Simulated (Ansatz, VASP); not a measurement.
## One calculation of TaN, two programs

The input INCAR:

```
PREC = Accurate
ENCUT = 520
EDIFF = 1E-7
ISMEAR = 1
SIGMA = 0.1
LREAL = False
LASPH = True
NELM = 80
ALGO = Normal
ISIF = 2
LWAVE = False
LCHARG = False
GGA = PE
NBANDS = 15
```

Contents of KPOINTS:

```
Automatic mesh
0
Gamma
  8 8 8
```

POSCAR

```
TaN
1.0
   -0.0377269114      2.1591393923      2.1771093421
    2.0470867716     -0.0117403672      2.1511227980
    2.0782147181      2.1642907779     -0.0428782970
Ta N
1 1
Direct
    0.4307400000      0.4978200000      0.5115900000
    0.0127400000      0.9279800000      0.0779100000
```

Input for Ansatz:

```yaml
crystal:
  lattice:
    - [-0.03772691140187939, 2.159139392284061, 2.1771093421447074]
    - [2.0470867715974523, -0.01174036724228901, 2.151122797985117]
    - [2.078214718078283, 2.1642907779107796, -0.04287829702859804]
  atoms:
    - { symbol: Ta, position: [0.43074, 0.49782, 0.51159] }
    - { symbol: "N", position: [0.01274, 0.92798, 0.07791] }
basis:
  ecutwfc: 540.0
  xc_grid: 2
kpoints:
  mp_grid:
    grid: [8, 8, 8]
hamiltonian:
  xc: pbe
scf:
  convergence:
    dr2_threshold: 1.0e-09
  occupations:
    method: cold
    width: 0.1
output:
  forces: true
  stress: true
```

Alike in both runs: task single point; functional PBE; k mesh 8 × 8 × 8; no spin polarisation.

|  | VASP | Ansatz |
| --- | --- | --- |
| version | VASP 6.6.1 | Ansatz 0.2.0 |
| potentials or method | VASP PAW PBE potentials, release 64 (Ta_pv, N), cutoff 520 eV | plane waves, PAW |
| occupations | methfessel-paxton of order 1, width 0.1 eV | cold, width 0.1 eV |
| valence electrons in the cell | 16 | 18 |

VASP gave:

| Item | Value |
| --- | --- |
| rms of the force components (eV/Å) | 3.022 |

Task: Which values does Ansatz return?

Result: rms of the force components (eV/Å): 2.952.

Atom by atom the forces differ by 0.070 eV/Å (rms over components). VASP's potentials hold 16 valence electrons a cell and Ansatz's 18, so a difference there can come from the potentials and not from the codes. Ansatz's warnings: stress scf threshold loose.

Spin-orbit coupling is off throughout.
